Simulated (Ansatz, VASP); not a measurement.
# SiO2 in VASP and in Ansatz

Contents of INCAR:

```
PREC = Accurate ; ENCUT = 600
EDIFF = 1E-6 ; ISMEAR = 0
SIGMA = 0.05 ; LREAL = F
LASPH = T ; NELM = 120
ALGO = Normal ; ISIF = 2
LWAVE = F ; LCHARG = T
GGA = PS ; LELF = T
LVHAR = T ; NBANDS = 25
GGA_COMPAT = F
```

KPOINTS

```
regular mesh
0
Gamma
  6 6 8
```

Contents of POSCAR:

```
SiO2
1.0
    4.1945023701      0.0000000000      0.0000000000
    0.0000000000      4.1945023701      0.0000000000
    0.0000000000      0.0000000000      2.6782433353
Si O
2 4
Direct
    0.5000000000      0.5000000000      0.5000000000
    0.0000000000      0.0000000000      0.0000000000
    0.6939453723      0.6939453723      0.0000000000
    0.1939453723      0.8060546277      0.5000000000
    0.3060546277      0.3060546277      0.0000000000
    0.8060546277      0.1939453723      0.5000000000
```

Input for Ansatz:

```yaml
crystal:
  lattice:
    - [4.1945023701, 0.0, 0.0]
    - [0.0, 4.1945023701, 0.0]
    - [0.0, 0.0, 2.6782433353]
  atoms:
    - { symbol: Si, position: [0.5, 0.5, 0.5] }
    - { symbol: Si, position: [0.0, 0.0, 0.0] }
    - { symbol: O, position: [0.6939453723, 0.6939453723, 0.0] }
    - { symbol: O, position: [0.1939453723, 0.8060546277, 0.5] }
    - { symbol: O, position: [0.3060546277, 0.3060546277, 0.0] }
    - { symbol: O, position: [0.8060546277, 0.1939453723, 0.5] }
basis:
  ecutwfc: 420
kpoints:
  mp_grid: { grid: [6, 6, 8] }
hamiltonian:
  xc: pbesol
  pseudopotentials: { kind: paw, azcp: { folder: soft_1 } }
scf:
  occupations: { method: gaussian, width: 0.05 }
output:
  forces: true
  stress: true
  eigenvalues: true
```

Alike in both runs: task single point; functional PBEsol; k mesh 6 × 6 × 8; occupations gaussian, width 0.05 eV; no spin polarisation.

```csv
,VASP,Ansatz
version,VASP 6.6.1,Ansatz 0.2.0
potentials or method,"VASP PAW PBE potentials, release 64 (Si, O), cutoff 600 eV","scalar-relativistic, plane waves, PAW"
valence electrons in the cell,32,32
```

|  | VASP | Ansatz | Ansatz less VASP |
| --- | --- | --- | --- |
| gap on the k mesh at the Fermi level (eV) | 5.36 | 5.36 | -0.001 |
| least direct gap on the mesh (eV) | 5.36 | 5.36 | -0.001 |
| pressure (GPa) | 0.4 | 0.0 | -0.37 |
| traceless stress, the component that is largest in VASP (GPa) | 0.60 | 0.00 | -0.603 |
| rms of the force components (eV/Å) | 0.016 | 0.000 | -0.0162 |

VASP's potentials were made for PBE, not for PBEsol, and Ansatz warns of the same on its side. Atom by atom the forces differ by 0.016 eV/Å (rms over components).
